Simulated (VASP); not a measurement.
## AlSi16 (a cell with a defect): single point with PBE

The system is AlSi16 (a cell with a defect).

```
Si Al
1.0
     0.00000    5.43000    5.43000
     5.43000    0.00000    5.43000
     5.43000    5.43000    0.00000
Si Al
16 1
Direct
  0.05605 0.99732 0.02846
  0.98546 0.22270 0.17931
  0.91224 0.11494 0.52596
  0.13169 0.13916 0.65251
  0.05370 0.56694 0.90267
  0.13487 0.61307 0.12137
  0.01913 0.51810 0.49295
  0.15184 0.74924 0.50674
  0.31744 0.23037 0.98041
  0.64832 0.04144 0.21943
  0.48082 0.94246 0.57528
  0.60906 0.99792 0.75442
  0.48152 0.38999 0.01141
  0.71077 0.53359 0.06615
  0.57980 0.42473 0.47013
  0.65489 0.56005 0.67091
  0.45278 0.83552 0.20302
```

```yaml
Program: VASP 6.6.1
Task: single point
Functional: PBE
Potentials_or_basis: VASP PAW PBE potentials, release 64 (Si, Al)
Cutoff: 520 eV
k_mesh: 2 × 2 × 2
Occupations: fermi-dirac, width 0.05 eV
Spin: collinear spin
Starting_moments: "[0.0, 0.0, 0.0, 0.0, 0.0, 0.0, 0.0, 0.0, 0.0, 0.0, 0.0, 0.0, 0.0, 0.0, 0.0, 0.0, 1.0] μB"
Dipole_correction: no
Further_INCAR_settings: LREAL = Auto; ALGO = Normal; EDIFF = 1e-07; NBANDS = 52
```

```yaml
Pressure: 2.7 GPa
Largest_force: 2.154 eV/Å
Net_moment: 0.00 μB per cell
Valence_electrons_inside_the_program's_atomic_spheres: Si 1.63, 1.73, 1.68, 1.67, 1.64, 1.61, 1.71, 1.70, 1.56 (each value once); Al 0.78
```

Forces in eV/Å, atoms in the order of the input:
```
Si  -0.933 -0.463 -1.827
Si   0.246 -0.613 -0.315
Si   0.613  1.829 -0.958
Si   0.950 -0.903 -0.571
Si  -0.346 -1.331  0.613
Si   1.140  0.069  0.919
Si   0.382  0.597  0.435
Si  -0.072  0.255 -1.478
Si  -1.687  0.091  0.824
Si  -1.539 -0.467  0.677
Si  -0.663  1.118 -0.041
Si   0.995 -0.221  0.128
Si   0.598  1.491  0.297
Si  -0.039 -0.387 -0.267
Si   0.775  0.257  0.015
Si  -0.690 -1.564  0.487
Al   0.269  0.244  1.062
```

Stress tensor (GPa, compression positive):
```
 3.36  0.15 -1.07
 0.15  2.92  0.12
-1.07  0.12  1.75
```

Levels at points of the mesh, in eV from the Fermi level:
Spin up:
```
           k point  band 31  band 32  band 33  band 34  band 35  band 36
(0.00, 0.00, 0.00)    -0.76    -0.43    -0.37    -0.01     0.28     0.42
(0.50, 0.00, 0.00)    -0.95    -0.61    -0.36    -0.05     0.30     0.59
(0.00, 0.50, 0.00)    -0.97    -0.38    -0.26     0.04     0.53     0.74
(0.00, 0.00, 0.50)    -1.16    -0.94    -0.29    -0.13     0.08     0.93
(0.50, 0.50, 0.50)    -1.10    -0.90    -0.50    -0.09     0.54     0.77
(0.50, 0.50, 0.00)    -1.15    -0.81    -0.31     0.01     0.42     1.13
(0.00, 0.50, 0.50)    -0.96    -0.66    -0.32     0.12     0.43     1.17
(0.50, 0.00, 0.50)    -1.31    -0.24    -0.11     0.19     0.57     0.87
```
Spin down:
```csv
k point,band 29,band 30,band 31,band 32,band 33,band 34,band 35,band 36,band 37,band 38
"(0.00, 0.00, 0.00)",-1.00,-0.90,-0.76,-0.43,-0.37,-0.01,0.28,0.42,0.72,0.84
"(0.50, 0.00, 0.00)",-1.44,-1.13,-0.95,-0.61,-0.36,-0.05,0.30,0.59,1.11,1.35
"(0.00, 0.50, 0.00)",-1.51,-1.33,-0.97,-0.38,-0.26,0.04,0.53,0.74,1.30,1.38
"(0.00, 0.00, 0.50)",-1.44,-1.22,-1.16,-0.94,-0.29,-0.13,0.08,0.93,1.25,1.29
"(0.50, 0.50, 0.50)",-1.49,-1.14,-1.10,-0.90,-0.50,-0.09,0.54,0.77,0.84,0.97
"(0.50, 0.50, 0.00)",-1.47,-1.25,-1.15,-0.81,-0.31,0.01,0.42,1.13,1.31,1.39
"(0.00, 0.50, 0.50)",-1.59,-1.49,-0.96,-0.66,-0.32,0.12,0.43,1.17,1.25,1.56
"(0.50, 0.00, 0.50)",-1.56,-1.56,-1.31,-0.24,-0.11,0.19,0.57,0.87,1.20,1.43
```

Wall time 16 min on 1 thread of AMD EPYC 9755 128-Core Processor (shared host), peak memory 0.67 GiB.

Caveat: the k points lie up to 0.50 Å⁻¹ apart; the atoms stand as in a frame of molecular dynamics.
